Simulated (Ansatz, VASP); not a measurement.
**One calculation of As, two programs**

File POSCAR:

```
As
1.0
    1.8338257587     -5.5608500978      0.0000000000
    1.8338257587      5.5608500978      0.0000000000
    0.0000000000      0.0000000000      4.5917972154
As
4
Direct
    0.1075954018      0.8924045982      0.0687841447
    0.6075954018      0.3924045982      0.4312158553
    0.8924045982      0.1075954018      0.9312158553
    0.3924045982      0.6075954018      0.5687841447
```

The input INCAR.step1:

```
SYSTEM = As
PREC = Accurate ; ENCUT = 520
ISMEAR = -1 ; SIGMA = 0.02
LREAL = .FALSE. ; LASPH = .TRUE.
NELM = 60 ; NBANDS = 18
GGA = PE ; ALGO = Normal
EDIFF = 1E-4 ; LWAVE = .TRUE.
LCHARG = .FALSE.
```

File INCAR.step2:

```
SYSTEM = As
PREC = Accurate ; ENCUT = 520
EDIFF = 1E-7 ; ISMEAR = -1
SIGMA = 0.02 ; LREAL = .FALSE.
LASPH = .TRUE. ; NELM = 60
ALGO = Normal ; ISIF = 2
LWAVE = .FALSE. ; LCHARG = .FALSE.
METAGGA = R2SCAN ; LMIXTAU = .TRUE.
NBANDS = 18 ; ISTART = 1
```

KPOINTS

```
Automatic mesh
0
G
  8 8 6
  0 0 0
```

Input for Ansatz:

```yaml
crystal:
  lattice:
    - [1.8338257587, -5.5608500978, 0.0]
    - [1.8338257587, 5.5608500978, 0.0]
    - [0.0, 0.0, 4.5917972154]
  atoms:
    - { symbol: As, position: [0.1075954018, 0.8924045982, 0.0687841447] }
    - { symbol: As, position: [0.6075954018, 0.3924045982, 0.4312158553] }
    - { symbol: As, position: [0.8924045982, 0.1075954018, 0.9312158553] }
    - { symbol: As, position: [0.3924045982, 0.6075954018, 0.5687841447] }
kpoints:
  mp_grid: { grid: [8, 8, 6] }
  band_path:
    path:
      - [0.0, 0.0, 0.0]
      - [-0.5, 0.5, 0.0]
      - [-0.2771877814, 0.7228122186, 0.0]
      - [0.2771877814, 0.2771877814, 0.0]
      - [0.0, 0.0, 0.5]
      - [0.2771877814, 0.2771877814, 0.5]
      - [-0.2771877814, 0.7228122186, 0.5]
      - [-0.5, 0.5, 0.5]
      - [0.0, 0.5, 0.0]
      - [-0.45, 0.45, 0.0]
      - [-0.4554375563, 0.5445624437, 0.0]
    npoints: 1
hamiltonian:
  xc: r2scan
scf:
  occupations: { method: fermi_dirac, width: 0.02 }
  n_extra_bands: 5
output:
  forces: true
  stress: true
  eigenvalues: true
```

Alike in both runs: task single point; functional r2SCAN; k mesh 8 × 8 × 6; occupations fermi-dirac, width 0.02 eV; no spin polarisation.

|  | VASP | Ansatz |
| --- | --- | --- |
| version | VASP 6.6.1 | Ansatz 0.2.0 |
| potentials or method | VASP PAW PBE potentials, release 64 (As) | plane waves, PAW |
| plane-wave cutoff (eV) | 520 | 500 |
| valence electrons in the cell | 20 | 60 |

```csv
,VASP,Ansatz,Ansatz less VASP
pressure (GPa),1.0,0.9,-0.13
"traceless stress, the component that is largest in VASP (GPa)",0.24,0.23,-0.009
rms of the force components (eV/Å),0.011,0.029,+0.0176
```

VASP's potentials were made for PBE, not for r2SCAN. Atom by atom the forces differ by 0.022 eV/Å (rms over components). VASP's potentials hold 20 valence electrons a cell and Ansatz's 60, so a difference there can come from the potentials and not from the codes.
